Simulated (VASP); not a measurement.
Wanted: the native input for a VASP 6.6.1 run.

```yaml
Task: single point
Functional: PBE
Potentials_or_basis: VASP PAW PBE potentials, release 64 (Pt)
Cutoff: 520 eV
k_mesh: 12 × 12 × 12
Occupations: fermi-dirac, width 0.05 eV
Spin: no spin polarisation
Dipole_correction: no
Further_INCAR_settings: ALGO = Normal; EDIFF = 1e-07; NBANDS = 11
```

The structure of Pt lies in POSCAR:

```
Pt
1.0
    0.0000000000      2.0001180000      1.9609000000
    2.0001180000      0.0000000000      1.9609000000
    2.0001180000      2.0001180000      0.0000000000
Pt
1
Direct
    0.0000000000      0.0000000000      0.0000000000
```

These files were run (other wordings do the same):

INCAR

```
  PREC = Accurate
  ENCUT = 520
  EDIFF = 1E-7
  ISMEAR = -1
  SIGMA = 0.05
  LREAL = F
  LASPH = T
  NELM = 80
  ALGO = Normal
  ISIF = 2
  LWAVE = F
  LCHARG = T
  GGA = PE
  LELF = T
  LVHAR = T
  NBANDS = 11
```

KPOINTS

```
regular mesh
0
Gamma
  12 12 12
```

Potentials or basis: VASP PAW PBE potentials, release 64 (Pt).

Command:

```sh
$ cat potpaw_PBE.64/Pt/POTCAR > POTCAR
$ mpirun -np 1 vasp_std > vasp.out
```

Results of the run:

The pressure is -1.0 GPa and the band gap on the k mesh is zero (band 5 reaches 11.06 eV, above the bottom of band 6 at 8.97 eV).

Caveat: spin-orbit coupling is left out, which moves the levels of the heavy elements.

Wall time 26 s on 1 thread of AMD EPYC 7R13 Processor (Zen 3), with other jobs on the host, peak memory 0.13 GiB.
